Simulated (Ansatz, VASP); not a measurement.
# Sb: VASP beside Ansatz

```
Sb
1.0
    -1.76371    1.82015    1.91757
     1.68750   -1.73866    1.75988
     1.77530    1.75025   -1.83608
Sb
1
Direct
  0.00000 0.00000 0.00000
```

Alike in both runs: task single point; functional PBE; k mesh 7 × 8 × 8; no spin polarisation.

|  | VASP | Ansatz |
| --- | --- | --- |
| version | VASP 6.6.1 | Ansatz 0.2.0 |
| potentials or method | VASP PAW PBE potentials, release 64 (Sb), cutoff 520 eV | plane waves, PAW |
| occupations | fermi-dirac, width 0.1 eV | fermi-dirac |
| valence electrons in the cell | 5 | 15 |

VASP gave:

```
pressure (GPa)                                                : 16.7
traceless stress, the component that is largest in VASP (GPa) : -3.03
```

Estimate Ansatz's values.

pressure (GPa): 16.7; traceless stress, the component that is largest in VASP (GPa): -3.02.

VASP's potentials hold 5 valence electrons a cell and Ansatz's 15, so a difference there can come from the potentials and not from the codes. Ansatz's warnings: stress scf threshold loose.

Spin-orbit coupling is off throughout.
